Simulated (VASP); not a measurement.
# HfO2 (Fm-3m) in VASP: further runs, part 3 of 3

VASP 6.6.1.

### Step 4. Relaxation of cell and atoms, LDA, target pressure 12 GPa, at which the enthalpy is minimised

This run uses another cell than the first one, of 10.42 Å³/atom, 1.007 times its volume.

INCAR reads:

```
SYSTEM = HfO2
  PREC = Accurate
  ENCUT = 600
  EDIFF = 1E-6
  ISMEAR = 0
  SIGMA = 0.01
  LREAL = .False.
  LASPH = .True.
  NELM = 100
  ALGO = Normal
  ISIF = 3
  LWAVE = .False.
  LCHARG = .False.
  GGA = CA
  IBRION = 2
  NSW = 80
  EDIFFG = -0.001
  PSTRESS = 120.0
```

KPOINTS reads:

```
Automatic mesh
0
Gamma
  8 8 8
  0 0 0
```

POSCAR reads:

```
HfO2
1.0
    0.0000000000      2.5004918518      2.5004918518
    2.5004918518      0.0000000000      2.5004918518
    2.5004918518      2.5004918518      0.0000000000
Hf O
1 2
Direct
    0.0000000000      0.0000000000      0.0000000000
    0.2500000000      0.2500000000      0.2500000000
    0.7500000000      0.7500000000      0.7500000000
```

Potentials or basis: VASP PAW LDA potentials, release 64 (Hf_pv, O).

Command:

```bash
cat potpaw_LDA.64/Hf_pv/POTCAR potpaw_LDA.64/O/POTCAR > POTCAR
mpirun -np 1 vasp_std > vasp.out
```

OUTCAR:

```text
SYSTEM = HfO2
   PREC = Accurate
   ENCUT = 600
   EDIFF = 1E-6
   ISMEAR = 0
   LREAL = .False.
   LASPH = .True.
   NELM = 100
   ISIF = 3
   GGA = CA
   IBRION = 2
   NSW = 80
   EDIFFG = -0.001
   PSTRESS = 120.0

 ion  position               nearest neighbor table
   1  0.000  0.000  0.000-   3 2.17   3 2.17   3 2.17   2 2.17   3 2.17   2 2.17   2 2.17   2 2.17

   2  0.250  0.250  0.250-   1 2.17   1 2.17   1 2.17   1 2.17
   3  0.750  0.750  0.750-   1 2.17   1 2.17   1 2.17   1 2.17

  LATTYP: Found a face centered cubic cell.
 ALAT       =     5.0009837036

  Lattice vectors:

 A1 = (   0.0000000000,   2.5004918518,   2.5004918518)
 A2 = (   2.5004918518,   0.0000000000,   2.5004918518)
 A3 = (   2.5004918518,   2.5004918518,   0.0000000000)

Analysis of symmetry for initial positions (statically):
=====================================================================
 Subroutine PRICEL returns:
 Original cell was already a primitive cell.

 Routine SETGRP: Setting up the symmetry group for a
 face centered cubic supercell.

 Subroutine GETGRP returns: Found 48 space group operations
 (whereof 48 operations were pure point group operations)
 out of a pool of 48 trial point group operations.

The static configuration has the point symmetry O_h .

Analysis of symmetry for dynamics (positions and initial velocities):
=====================================================================
 Subroutine PRICEL returns:
 Original cell was already a primitive cell.

 Routine SETGRP: Setting up the symmetry group for a
 face centered cubic supercell.

 Subroutine GETGRP returns: Found 48 space group operations
 (whereof 48 operations were pure point group operations)
 out of a pool of 48 trial point group operations.

The dynamic configuration has the point symmetry O_h .

 Subroutine INISYM returns: Found 48 space group operations
 (whereof 48 operations are pure point group operations),
 and found     1 'primitive' translations

----------------------------------------------------------------------------------------

                                     Primitive cell

  volume of cell :      31.2684

  direct lattice vectors                    reciprocal lattice vectors
     0.000000000  2.500491852  2.500491852    -0.199960660  0.199960660  0.199960660
     2.500491852  0.000000000  2.500491852     0.199960660 -0.199960660  0.199960660
     2.500491852  2.500491852  0.000000000     0.199960660  0.199960660 -0.199960660

  length of vectors
     3.536229489  3.536229489  3.536229489     0.346342022  0.346342022  0.346342022

  position of ions in fractional coordinates (direct lattice)
     0.000000000  0.000000000  0.000000000
     0.250000000  0.250000000  0.250000000
     0.750000000  0.750000000  0.750000000

  ion indices of the primitive-cell ions
   primitive index   ion index
                 1           1
                 2           2
                 3           3

----------------------------------------------------------------------------------------

 KPOINTS: Automatic mesh

Automatic generation of k-mesh.
 Grid dimensions read from file:
 generate k-points for:    8    8    8

 Generating k-lattice:

  Cartesian coordinates                     Fractional coordinates (reciprocal lattice)
[... 46 lines left out ...]
   dimension x,y,z NGXF=    56 NGYF=   56 NGZF=   56
   ions per type =               1   2
   NGX,Y,Z   is equivalent  to a cutoff of  13.16, 13.16, 13.16 a.u.
   NGXF,Y,Z  is equivalent  to a cutoff of  26.33, 26.33, 26.33 a.u.
 SYSTEM =  HfO2
   PREC   = accura    normal or accurate (medium, high low for compatibility)
   ISTART =      0    job   : 0-new  1-cont  2-samecut
   ICHARG =      2    charge: 1-file 2-atom 10-const
   ISPIN  =      1    spin polarized calculation?
   LNONCOLLINEAR =      F non collinear calculations
   LSORBIT =      F    spin-orbit coupling
   LASPH  =      T    aspherical Exc in radial PAW
   ENCUT  =  600.0 eV  44.10 Ry    6.64 a.u.   7.06  7.06  7.06*2*pi/ulx,y,z
   NELM   =    100;   NELMIN=  2; NELMDL= -5     # of ELM steps
   EDIFF  = 0.1E-05   stopping-criterion for ELM
   LREAL  =      F    real-space projection
   EDIFFG = -.1E-02   stopping-criterion for IOM
   NSW    =     80    number of steps for IOM
   IBRION =      2    ionic relax: 0-MD 1-quasi-New 2-CG
   NFREE  =      1    steps in history (QN), initial steepest desc. (CG)
   ISIF   =      3    stress and relaxation
   ISYM   =      2    0-nonsym 1-usesym 2-fastsym
   POTIM  = 0.5000    time-step for ionic-motion
   TEBEG  =    0.0;   TEEND  =   0.0 temperature during run
   PSTRESS=  120.0 pullay stress
   NELECT =      22.0000    total number of electrons
   NUPDOWN=      -1.0000    fix difference up-down
   EMIN   =  10.00;   EMAX   =-10.00  energy-range for DOS
   EFERMI =   0.00;   METHOD = LEGACY
   ISMEAR =     0;   SIGMA  =   0.01  broadening in eV -4-tet -1-fermi 0-gaus
   EFERMI_NEDOS =   21; number of points for ismear=-14 and -15
   IALGO  =     38    algorithm
   IMIX   =      4    mixing-type and parameters
     AMIX     =   0.40;   BMIX     =  1.00
     AMIX_MAG =   1.60;   BMIX_MAG =  1.00
  volume/ion in A,a.u.               =      10.42        70.34
  Fermi-wavevector in a.u.,A,eV,Ry     =   1.456063  2.751561 28.845992  2.120121
  Thomas-Fermi vector in A             =   2.573025
   LORBIT       =      0    0 simple, 1 ext, 2 COOP (PROOUT), +10 PAW based schemes
   GGA     = CA    functional components
   LHFCALC =     F    Hartree Fock is set to
   AEXX    =    0.0000 exact exchange contribution
   IVDW    =     0    specifies the selected vdW correction
   LEPSILON=     F    determine dielectric tensor
   LRPA    =     F    only Hartree local field effects (RPA)
 conjugate gradient relaxation of ions
 non-spin polarized calculation
 Gauss-broadening in eV      SIGMA  =   0.01
  energy-cutoff  :      600.00
  volume of cell :       31.27
 maximum number of plane-waves:      1056
   NGX = 15   NGY = 15   NGZ = 15

--------------------------------------- Ionic step        1  -------------------------------------------

 number of electron      22.0000000 magnetization

 Free energy of the ion-electron system (eV)
  ---------------------------------------------------
  ext. energy  EPLUGINS =         0.00000000
  ---------------------------------------------------
  free energy    TOTEN  =       -33.07410493 eV

  energy without entropy =      -33.07410493  energy(sigma->0) =      -33.07410493

------------------------ aborting loop because EDIFF is reached ----------------------------------------

  FORCE on cell =-STRESS in cart. coord.  units (eV):
  Direction    XX          YY          ZZ          XY          YZ          ZX
  --------------------------------------------------------------------------------------
  -------------------------------------------------------------------------------------
  Total       -0.6823981     -0.6823981     -0.6823981     -0.0000000     -0.0000000     -0.0000000
  in kB      -34.9656856    -34.9656856    -34.9656856     -0.0000000     -0.0000000     -0.0000000
  external PRESSURE =    -154.9656856 kB  Pullay stress =     120.0000000 kB
[... 221 lines left out ...]
--------------------------------------- Ionic step        7  -------------------------------------------

 number of electron      22.0000011 magnetization

 Free energy of the ion-electron system (eV)
  ---------------------------------------------------
  ext. energy  EPLUGINS =         0.00000000
  ---------------------------------------------------
  free energy    TOTEN  =       -33.03643982 eV

  energy without entropy =      -33.03643982  energy(sigma->0) =      -33.03643982

 E-fermi :   4.9450     XC(G=0): -12.7988

 val. band max:        4.8868289662   @ k =   0.5000   0.5000   0.0000
 cond. band min:       8.7240980230   @ k =   0.5000   0.5000   0.0000
 fundamental gap:      3.8372690569
 Fermi energy:         4.9449908332

 k-point     1 :       0.0000    0.0000    0.0000
  band No.  band energies     occupation
      1     -24.2068      2.00000
      2     -24.2068      2.00000
      3     -24.2068      2.00000
      4     -14.1846      2.00000
      5     -10.5360      2.00000
      6      -1.1158      2.00000
      7      -1.1158      2.00000
      8      -1.1158      2.00000
      9       4.2288      2.00000
     10       4.2288      2.00000
     11       4.2288      2.00000
     12       8.7725      0.00000
     13       8.7725      0.00000
     14      11.3185      0.00000
[... 401 lines left out ...]
      2     -24.4826      2.00000
      3     -24.3279      2.00000
      4     -12.2698      2.00000
      5     -11.4772      2.00000
      6      -0.4816      2.00000
      7       0.0144      2.00000
      8       0.9643      2.00000
      9       2.5011      2.00000
     10       3.3940      2.00000
     11       3.5690      2.00000
     12       9.6317      0.00000
     13      10.1284      0.00000
     14      12.7060      0.00000
     15      13.7363      0.00000

 [... further k-points ...]
[... 5 lines left out ...]
  --------------------------------------------------------------------------------------
  -------------------------------------------------------------------------------------
  Total        2.2250856      2.2250856      2.2250856     -0.0000000      0.0000000     -0.0000000
  in kB      119.9411119    119.9411119    119.9411119     -0.0000000      0.0000000     -0.0000000
  external PRESSURE =      -0.0588881 kB  Pullay stress =     120.0000000 kB
[... 22 lines left out ...]
  energy  without entropy=      -33.0364398167  energy(sigma->0) =      -33.03643982

  enthalpy is  TOTEN    =       -30.8102617121 eV   P V=        2.2261781045

 reached required accuracy - stopping structural energy minimisation
```

OSZICAR:

```text
N       E                     dE             d eps       ncg     rms          rms(c)
DAV:   1     0.102394397400E+03    0.10239E+03   -0.14043E+04   870   0.163E+03
DAV:   2    -0.349018331434E+02   -0.13730E+03   -0.13444E+03  1129   0.335E+02
DAV:   3    -0.386486925339E+02   -0.37469E+01   -0.37444E+01  1164   0.539E+01
[... 54 lines left out ...]
DAV:   1    -0.330366305707E+02    0.27432E-02   -0.48339E-03   961   0.690E-01    0.248E-01
DAV:   2    -0.330364697843E+02    0.16079E-03   -0.70801E-04   954   0.209E-01    0.817E-02
DAV:   3    -0.330364449462E+02    0.24838E-04   -0.35354E-05  1024   0.561E-02    0.540E-02
DAV:   4    -0.330364398591E+02    0.50871E-05   -0.17512E-05  1066   0.370E-02    0.362E-02
DAV:   5    -0.330364398167E+02    0.42437E-07   -0.12422E-06   590   0.883E-03
   7 F= -.30810262E+02 E0= -.30810262E+02  d E =-.223701E-04
```

CONTCAR:

```text
HfO2
   1.00000000000000
    -0.0000000000000000    2.4585917268020561    2.4585917268020561
     2.4585917268020561   -0.0000000000000000    2.4585917268020561
     2.4585917268020561    2.4585917268020561    0.0000000000000000
  Hf              O
     1     2
Direct
     0.0000000000000000    0.0000000000000000    0.0000000000000000
     0.2500000000000000    0.2500000000000000    0.2500000000000000
     0.7500000000000000    0.7500000000000000    0.7500000000000000

  0.00000000E+00  0.00000000E+00  0.00000000E+00
  0.00000000E+00  0.00000000E+00  0.00000000E+00
  0.00000000E+00  0.00000000E+00  0.00000000E+00
```

Run time: 49 s. Hardware: 1 thread of Intel Xeon Platinum 8259CL at 2.50GHz (Skylake/Cascade Lake), shared host; peak memory 0.16 GiB.

Results:

```
Free energy                                            : -33.0364 eV
Relaxed volume                                         : 9.91 Å³/atom
Relaxed cell                                           : a = 3.477 Å, b = 3.477 Å, c = 3.477 Å, α = 60.00°, β = 60.00°, γ = 60.00°
Space group after relaxing (to 0.05 Å)                 : Fm-3m (No. 225)
Energy change on relaxing (the enthalpy is what falls) : +12.6 meV/atom
Ionic steps                                            : 7
Pressure after relaxing                                : 12.0 GPa
Band gap on the k mesh                                 : 3.84 eV, direct
```

Step by step:
```tsv
step	energy change (eV)	largest force (eV/Å)	pressure (GPa)	volume (Å³)
1	0.0000	0.0000	-3.50	31.27
2	0.5778	0.0000	53.19	26.92
3	0.0341	0.0000	11.44	29.77
4	0.0373	0.0000	11.93	29.73
5	0.0396	0.0000	12.28	29.70
6	0.0347	0.0000	11.55	29.76
7	0.0377	0.0000	11.99	29.72
```

Final structure:
```xyz
3
Lattice="0.0000 2.4586 2.4586 2.4586 0.0000 2.4586 2.4586 2.4586 0.0000" Properties=species:S:1:pos:R:3 pbc="T T T"
Hf    0.0000    0.0000    0.0000
O     1.2293    1.2293    1.2293
O     3.6879    3.6879    3.6879
```

Levels at points of the mesh, in eV from the valence-band top:
```
           k point  band 8  band 9  band 10  band 11  band 12  band 13  band 14  band 15
(0.00, 0.00, 0.00)   -6.00   -0.66    -0.66    -0.66     3.89     3.89     6.43    11.57
(0.50, 0.00, 0.00)   -3.20   -2.96    -1.94    -1.94     4.76     4.76     7.84     9.09
(0.50, 0.50, 0.00)   -3.68   -1.72    -1.72     0.00     3.84     5.82     7.48     8.92
```

Caveat: the cell is relaxed towards a set pressure, so the enthalpy falls and the energy may rise; spin-orbit coupling is left out, which moves the levels of the heavy elements. LDA usually gives volumes a few per cent too small.

### Step 5. The runs side by side

| task | cell | cutoff (eV) | gap on the mesh (eV) | pressure (GPa) |
| --- | --- | --- | --- | --- |
| single point | a = 3.528 Å, angles 60.0°, 3 atoms | 520 | 3.72 | -1.3 |
| relaxation of cell and atoms | relaxed to 2 GPa from a = 3.536 Å, angles 60.0°, 3 atoms | 600 | 3.75 | 2.0 |
| relaxation of cell and atoms | relaxed to 12 GPa from a = 3.536 Å, angles 60.0°, 3 atoms | 600 | 3.84 | 12.0 |

Alike in all rows: level LDA; potentials or basis VASP PAW LDA potentials, release 64 (Hf_pv, O); no spin polarisation; k mesh 8 × 8 × 8; smearing gaussian 0.01 eV.

Caveats: spin-orbit coupling is left out, which moves the levels of the heavy elements; the cell is relaxed towards a set pressure, so the enthalpy falls and the energy may rise (some runs).

Total energies depend on the potentials used, so only differences within one code and one set of settings carry meaning.
